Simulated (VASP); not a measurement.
# AgI: elastic constants with LDA

Crystal: AgI.

```
Ag I
1.0
     0.00000    3.09243    3.09243
     3.09243    0.00000    3.09243
     3.09243    3.09243    0.00000
Ag I
1 1
Direct
  0.00000 0.00000 0.00000
  0.75000 0.75000 0.75000
```

- Program: VASP 6.6.1
- Task: elastic constants
- Functional: LDA
- Potentials or basis: VASP PAW LDA potentials, release 64 (Ag, I)
- Cutoff: 500 eV
- k mesh: 6 × 6 × 6
- Occupations: gaussian, width 0.01 eV
- Spin: no spin polarisation
- Dipole correction: no
- Ions in elastic constants: relaxed
- Further INCAR settings: ALGO = Normal; EDIFF = 1e-08; NBANDS = 16; IBRION = 6; POTIM = 0.015; NSW = 1; ISIF = 3

* Elastic constants C11, C12, C44: 59, 57, 5 GPa
* Voigt bulk modulus: 57 GPa
* Highest phonon frequency at Γ, LO-TO splitting left out: 142 cm⁻¹

Phonon frequencies in cm⁻¹ (negative: imaginary):
```
              q point        frequencies
(0.000, 0.000, 0.000)  0 0 0 142 142 142
```

Elastic tensor in Voigt notation (GPa, in the Cartesian axes of the cell as first typed):
```
59 57 57  0  0  0
57 59 57  0  0  0
57 57 59  0  0  0
 0  0  0  5  0  0
 0  0  0  0  5  0
 0  0  0  0  0  5
```

Clamped-ion elastic tensor (GPa):
```
59 57 57  0  0  0
57 59 57  0  0  0
57 57 59  0  0  0
 0  0  0 47  0  0
 0  0  0  0 47  0
 0  0  0  0  0 47
```

Run time: 2.8 min on 1 thread of Intel(R) Xeon(R) 6975P-C (Granite Rapids), with other jobs on the host, peak memory 0.23 GiB.

Caveat: the cell is under stress, which shifts elastic constants.
